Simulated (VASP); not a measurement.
Write the native input for VASP 6.6.1 that does the following.

| Property | Result |
| --- | --- |
| Task | single point |
| Functional | RPBE |
| Potentials or basis | VASP PAW PBE potentials, release 64 (C) |
| Cutoff | 520 eV |
| k mesh | 19 × 19 × 19 |
| Occupations | fermi-dirac, width 0.1 eV |
| Spin | no spin polarisation |
| Dipole correction | no |
| Further INCAR settings | ALGO = Normal; EDIFF = 1e-06; NBANDS = 8 |

The structure of C lies in POSCAR:

```
C
1.0
    0.0000000000      1.5098740049      1.5098740049
    1.5098740049      0.0000000000      1.5098740049
    1.5098740049      1.5098740049      0.0000000000
C
1
Direct
    0.0000000000      0.0000000000      0.0000000000
```

This cell differs from its parent crystal: volume scaled by 0.92.

These files were run (other wordings do the same):

INCAR

```
PREC = Accurate ; ENCUT = 520
EDIFF = 1E-6 ; ISMEAR = -1
SIGMA = 0.1 ; LREAL = False
LASPH = True ; NELM = 100
ALGO = Normal ; ISIF = 2
LWAVE = False ; LCHARG = False
GGA = RP ; NBANDS = 8
```

KPOINTS

```
regular mesh
0
Gamma
  19 19 19
```

Potentials or basis: VASP PAW PBE potentials, release 64 (C).

The run is started by

```bash
$ cat potpaw_PBE.64/C/POTCAR > POTCAR
$ mpirun -np 1 vasp_std > vasp.out
```

Results of the run:

The pressure is 13.8 GPa and the band gap on the k mesh is zero (band 2 reaches 17.05 eV, above the bottom of band 3 at 5.15 eV).

Caveat: the PAW data sets were made with another functional, which shifts forces and pressure a little.

Run time: 2.9 s on 1 thread of Intel(R) Xeon(R) 6975P-C (Granite Rapids), on a shared host, peak memory 0.11 GiB.
